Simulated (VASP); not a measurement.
WSe:

```xyz
2
Lattice="3.0995 0.0000 0.0000 0.0000 3.0995 0.0000 0.0000 0.0000 3.0995" Properties=species:S:1:pos:R:3 pbc="T T T"
W     0.0000    0.0000    0.0000
Se    1.5497    1.5497    1.5497
```

- Program: VASP 6.6.1
- Task: relaxation of cell and atoms
- Functional: r2SCAN
- Potentials or basis: VASP PAW PBE potentials, release 64 (W_sv, Se)
- Cutoff: 600 eV
- k mesh: 6 × 6 × 6
- Occupations: gaussian, width 0.1 eV
- Spin: collinear spin
- Starting moments: [1.83, -0.3] μB
- Hubbard terms: W d U = 6.2 eV

At the start: pressure 22.1 GPa; volume 14.89 Å³/atom.

How do energy, volume and symmetry change on relaxing?

Over 5 steps the energy falls by 281.3 meV/atom and the volume is 17.60 Å³/atom (+18.2 %); space group Pm-3m (No. 221, to 0.1 Å) before and after; moment 2.05 μB per cell.

Step by step:
```
step  energy change (eV)  largest force (eV/Å)  pressure (GPa)  volume (Å³)
   1              0.0000                0.0000           22.07        29.78
   2             -0.3654                0.0000          -12.06        39.52
   3             -0.5450                0.0000           -4.65        36.39
   4             -0.5618                0.0000            1.01        34.96
   5             -0.5626                0.0000            0.01        35.20
```

Final structure:
```xyz
2
Lattice="3.2774 0.0000 0.0000 0.0000 3.2774 0.0000 0.0000 0.0000 3.2774" Properties=species:S:1:pos:R:3 pbc="T T T"
W     0.0000    0.0000    0.0000
Se    1.6387    1.6387    1.6387
```

Caveat: the electronic state changed during the relaxation; the volume moved by over 15 % at a fixed basis, so the end points are rough; the PAW data sets were made with another functional, which shifts forces and pressure a little.
